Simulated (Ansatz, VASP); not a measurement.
## One calculation of Rb, two programs

```
CELL_PARAMETERS angstrom
0.00000 3.63988 3.63988
3.63988 0.00000 3.63988
3.63988 3.63988 0.00000
ATOMIC_POSITIONS crystal
Rb 0.00000 0.00000 0.00000
```

Alike in both runs: task single point; functional LDA; k mesh 4 × 4 × 4; occupations gaussian, width 0.1 eV; no spin polarisation.

|  | VASP | Ansatz |
| --- | --- | --- |
| version | VASP 6.6.1 | Ansatz 0.2.0 |
| potentials or method | VASP PAW LDA potentials, release 64 (Rb_sv), cutoff 500 eV | scalar-relativistic, plane waves, PAW |
| valence electrons in the cell | 9 | 9 |

```tsv
	VASP	Ansatz	Ansatz less VASP
gap on the k mesh at the Fermi level (eV)	none	none	-
pressure (GPa)	-0.5	-0.5	+0.01
```

LDA's correlation is that of Perdew and Zunger in VASP and of Perdew and Wang (1992) in Ansatz. A gap of «none» marks a metal or a gap that the smearing closes.

The k mesh is coarse, so the values compare programs but aren't converged.
